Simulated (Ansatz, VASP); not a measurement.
# One calculation of SrLiH3, two programs

INCAR

```
PREC     = Accurate       # precision mode
ENCUT    = 520            # plane-wave cutoff, eV
EDIFF    = 1E-7           # SCF threshold, eV
ISMEAR   = 0              # smearing method
SIGMA    = 0.05           # smearing width, eV
LREAL    = False          # projectors in reciprocal space
LASPH    = True           # aspherical terms in the spheres
NELM     = 100            # most SCF steps
ALGO     = Normal         # electronic algorithm
ISIF     = 2              # what is computed and relaxed
LWAVE    = False          # write WAVECAR
LCHARG   = True           # write CHGCAR
GGA      = PE             # functional
LELF     = True           # ELF
LVHAR    = True         
NBANDS   = 16             # bands
```

KPOINTS

```
Automatic mesh
0
Gamma
  6 6 6
```

File POSCAR:

```
SrLiH3
1.0
    4.7465607750      0.0000000000      0.0000000000
    0.0000000000      4.7465607750      0.0000000000
    0.0000000000      0.0000000000      4.8623305500
Li Sr H
1 1 3
Direct
    0.0000000000      0.0000000000      0.0000000000
    0.5000000000      0.5000000000      0.5000000000
    0.0000000000      0.5000000000      0.5000000000
    0.5000000000      0.0000000000      0.5000000000
    0.5000000000      0.5000000000      0.0000000000
```

Input for Ansatz:

```yaml
crystal:
  lattice:
    - [4.746560775, 0.0, 0.0]
    - [0.0, 4.746560775, 0.0]
    - [0.0, 0.0, 4.86233055]
  atoms:
    - { symbol: Li, position: [0.0, 0.0, 0.0] }
    - { symbol: Sr, position: [0.5, 0.5, 0.5] }
    - { symbol: H, position: [0.0, 0.5, 0.5] }
    - { symbol: H, position: [0.5, 0.0, 0.5] }
    - { symbol: H, position: [0.5, 0.5, 0.0] }
basis:
  ecutwfc: 420
kpoints:
  mp_grid: { grid: [6, 6, 6] }
hamiltonian:
  xc: pbe
scf:
  occupations: { method: gaussian, width: 0.05 }
output:
  forces: true
  stress: true
  eigenvalues: true
```

Change from the starting cell: strain +0.025 along x and y, +0.050 along z, atoms carried along.

Alike in both runs: task single point; functional PBE; k mesh 6 × 6 × 6; occupations gaussian, width 0.05 eV; no spin polarisation.

```csv
,VASP,Ansatz
version,VASP 6.6.1,Ansatz 0.2.0
potentials or method,"VASP PAW PBE potentials, release 64 (Li_sv, Sr_sv, H), cutoff 520 eV","scalar-relativistic, plane waves, PAW"
valence electrons in the cell,16,16
```

```csv
,VASP,Ansatz,Ansatz less VASP
gap on the k mesh at the Fermi level (eV),1.90,1.90,+0.002
least direct gap on the mesh (eV),2.27,2.27,-0.001
```

The functional is the same, so the differences come from potentials, cutoffs and numerics.

Noted on VASP's run: the cutoff is short for stress, so the pressure is rough.
